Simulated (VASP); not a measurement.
# Pt (Fm-3m) in VASP: notebook, part 2 of 2

VASP 6.6.1.

## Step 4: Single point, RPBE (volume scaled by 0.96)

Input file INCAR:

```
ALGO = Normal
EDIFF = 1E-6
ENCUT = 520
GGA = RP
ISIF = 2
ISMEAR = -1
LASPH = T
LCHARG = F
LREAL = F
LWAVE = F
NBANDS = 11
NELM = 60
PREC = Accurate
SIGMA = 0.1
```

Input file KPOINTS:

```
k-points
0
Gamma
  22 22 22
```

Input file POSCAR:

```
Pt
1.0
    0.0000000000      1.9701393079      1.9701393079
    1.9701393079      0.0000000000      1.9701393079
    1.9701393079      1.9701393079      0.0000000000
Pt
1
Direct
    0.0000000000      0.0000000000      0.0000000000
```

Potentials or basis: VASP PAW PBE potentials, release 64 (Pt).

Launch:

```console
$ cat potpaw_PBE.64/Pt/POTCAR > POTCAR
$ mpirun -np 1 vasp_std > vasp.out
```

OUTCAR:

```text
EDIFF = 1E-6
   ENCUT = 520
   GGA = RP
   ISIF = 2
   ISMEAR = -1
   LASPH = T
   LREAL = F
   NELM = 60
   PREC = Accurate

 ion  position               nearest neighbor table
   1  0.000  0.000  0.000-

  LATTYP: Found a face centered cubic cell.
 ALAT       =     3.9402786158

  Lattice vectors:

 A1 = (   0.0000000000,   1.9701393079,   1.9701393079)
 A2 = (   1.9701393079,   0.0000000000,   1.9701393079)
 A3 = (   1.9701393079,   1.9701393079,   0.0000000000)

Analysis of symmetry for initial positions (statically):
=====================================================================
 Subroutine PRICEL returns:
 Original cell was already a primitive cell.

 Routine SETGRP: Setting up the symmetry group for a
 face centered cubic supercell.

 Subroutine GETGRP returns: Found 48 space group operations
 (whereof 48 operations were pure point group operations)
 out of a pool of 48 trial point group operations.

The static configuration has the point symmetry O_h .

Analysis of symmetry for dynamics (positions and initial velocities):
=====================================================================
[... 159 lines left out ...]
 cond. band min:      11.0902041910   @ k =  -0.4545   0.2273   0.0455
 fundamental gap:      0.0051437631
 Fermi energy:        11.0858636229

 k-point     1 :       0.0000    0.0000    0.0000
  band No.  band energies     occupation
      1       1.0529      2.00000
      2       7.3856      2.00000
      3       7.3856      2.00000
      4       7.3856      2.00000
      5       9.4805      2.00000
      6       9.4805      2.00000
      7      25.7348      0.00000
      8      30.6437      0.00000
      9      30.6437      0.00000
     10      30.6437      0.00000
     11      35.9252      0.00000
[... 309 lines left out ...]
 k-point    24 :      -0.4545    0.0455    0.0000
  band No.  band energies     occupation
      1       3.9864      2.00000
      2       7.2812      2.00000
      3       7.3774      2.00000
      4       9.9581      1.99997
      5      11.0173      1.33011
      6      11.7292      0.00321
      7      17.0657      0.00000
      8      25.4609      0.00000
      9      29.6941      0.00000
     10      30.1383      0.00000
     11      38.8643      0.00000

 [... further k-points ...]
[... 5 lines left out ...]
  --------------------------------------------------------------------------------------
  -------------------------------------------------------------------------------------
  Total        0.9520684      0.9520684      0.9520684      0.0000000      0.0000000      0.0000000
  in kB       99.7373704     99.7373704     99.7373704      0.0000000      0.0000000      0.0000000
  external PRESSURE =      99.7373704 kB  Pullay stress =       0.0000000 kB

 VOLUME and BASIS-vectors are now :
 -----------------------------------------------------------------------------
  energy-cutoff  :      520.00
  volume of cell :       15.29
      direct lattice vectors                 reciprocal lattice vectors
     0.000000000  1.970139308  1.970139308    -0.253789160  0.253789160  0.253789160
     1.970139308  0.000000000  1.970139308     0.253789160 -0.253789160  0.253789160
     1.970139308  1.970139308  0.000000000     0.253789160  0.253789160 -0.253789160

 POSITION                                       TOTAL-FORCE (eV/Angst)
 -----------------------------------------------------------------------------------
      0.00000      0.00000      0.00000        -0.000000     -0.000000      0.000000
 -----------------------------------------------------------------------------------
    total drift:                                0.000000     -0.000000     -0.000000

  FREE ENERGIE OF THE ION-ELECTRON SYSTEM (eV)
  ---------------------------------------------------
  free  energy   TOTEN  =        -5.4716180367 eV

  energy  without entropy=       -5.4171086824  energy(sigma->0) =       -5.44436336
```

OSZICAR:

```text
N       E                     dE             d eps       ncg     rms          rms(c)
DAV:   1     0.412646067655E+02    0.41265E+02   -0.53461E+03  7328   0.844E+02
DAV:   2    -0.519396984539E+01   -0.46459E+02   -0.44561E+02  8241   0.178E+02
DAV:   3    -0.580044207990E+01   -0.60647E+00   -0.60102E+00  8461   0.195E+01
DAV:   4    -0.580280724045E+01   -0.23652E-02   -0.23650E-02  8317   0.143E+00
DAV:   5    -0.580282640907E+01   -0.19169E-04   -0.19169E-04  8475   0.119E-01    0.123E+01
DAV:   6    -0.550869697493E+01    0.29413E+00   -0.66742E-01  7750   0.654E+00    0.666E+00
DAV:   7    -0.547456720573E+01    0.34130E-01   -0.13471E-01  8218   0.287E+00    0.248E+00
DAV:   8    -0.547178053223E+01    0.27867E-02   -0.60783E-03  7882   0.653E-01    0.506E-01
DAV:   9    -0.547161477101E+01    0.16576E-03   -0.15340E-04  8140   0.106E-01    0.531E-02
DAV:  10    -0.547161820846E+01   -0.34374E-05   -0.55310E-06  9071   0.195E-02    0.461E-03
DAV:  11    -0.547161803667E+01    0.17179E-06   -0.36252E-08  4373   0.181E-03
   1 F= -.54716180E+01 E0= -.54443634E+01  d E =-.545094E-01
```

It took 1.8 min on 1 thread of AMD EPYC 7R13, shared host; peak memory 0.16 GiB.

What came out:

| Property | Result |
| --- | --- |
| Free energy | -5.4716 eV |
| Pressure | 10.0 GPa |
| Band gap on the k mesh | zero (band 5 reaches 11.56 eV, above the bottom of band 6 at 9.38 eV) |

Levels at points of the mesh, in eV from the Fermi level:
```tsv
k point	band 3	band 4	band 5	band 6	band 7	band 8
(0.00, 0.00, 0.00)	-3.70	-3.70	-1.61	-1.61	14.65	19.56
(0.50, 0.00, 0.00)	-3.77	-0.40	0.03	0.03	5.76	14.22
(0.50, 0.50, 0.00)	-0.01	0.47	0.47	1.83	8.76	11.37
```

Caveat: the cell differs from its parent crystal (volume scaled by 0.96); the PAW data sets were made with another functional, which shifts forces and pressure a little; spin-orbit coupling is left out, which moves the levels of the heavy elements.

## Step 5: Single point, RPBE

This run uses another cell than the first one, of 15.93 Å³/atom, 1.136 times its volume.

Input file INCAR:

```
PREC = Accurate ; ENCUT = 520
EDIFF = 1E-7 ; ISMEAR = -1
SIGMA = 0.1 ; LREAL = F
LASPH = T ; NELM = 100
ALGO = Normal ; ISIF = 2
LWAVE = F ; LCHARG = F
GGA = RP ; NBANDS = 11
```

Input file KPOINTS:

```
Automatic mesh
0
Gamma
  22 22 22
```

Input file POSCAR:

```
Pt
1.0
    0.0000000000      1.9971308717      1.9971308717
    1.9971308717      0.0000000000      1.9971308717
    1.9971308717      1.9971308717      0.0000000000
Pt
1
Direct
    0.0000000000      0.0000000000      0.0000000000
```

Launch:

```console
$ cat potpaw_PBE.64/Pt/POTCAR > POTCAR
$ mpirun -np 1 vasp_std > vasp.out
```

Wall time 2 min (1 thread of AMD EPYC 7R13, shared host); peak memory 0.16 GiB.

The run converged. Its results:

```yaml
Free_energy: -5.4904 eV
Pressure: -0.4 GPa
Band_gap_on_the_k_mesh: zero (band 5 reaches 10.76 eV, above the bottom of band 6 at 8.73 eV)
```

Levels at points of the mesh, in eV from the Fermi level:
```csv
k point,band 1,band 2,band 3,band 4,band 5,band 6,band 7,band 8,band 9,band 10
"(0.00, 0.00, 0.00)",-9.58,-3.46,-3.46,-3.46,-1.50,-1.50,14.75,19.43,19.43,19.43
"(0.50, 0.00, 0.00)",-6.75,-3.52,-3.52,-0.23,0.02,0.02,5.46,14.31,18.61,18.61
"(0.50, 0.50, 0.00)",-6.49,-6.06,-0.02,0.43,0.43,1.91,8.33,11.24,11.24,19.48
```

Caveat: the PAW data sets were made with another functional, which shifts forces and pressure a little; spin-orbit coupling is left out, which moves the levels of the heavy elements.

## Step 6: The runs side by side

```tsv
cell	gap on the mesh (eV)	pressure (GPa)
a = 2.707 Å, angles 60.0°, 1 atom	none	40.9
a = 2.747 Å, angles 60.0°, 1 atom	none	23.4
a = 2.786 Å, angles 60.0°, 1 atom	none	10.0
a = 2.824 Å, angles 60.0°, 1 atom	none	-0.4
```

Alike in all rows: task single point; level RPBE; potentials or basis VASP PAW PBE potentials, release 64 (Pt); no spin polarisation; k mesh 22 × 22 × 22; cutoff (eV) 520; smearing fermi-dirac 0.1 eV.

Caveats: the PAW data sets were made with another functional, which shifts forces and pressure a little; spin-orbit coupling is left out, which moves the levels of the heavy elements.

Total energies depend on the potentials used, so only differences within one code and one set of settings carry meaning.
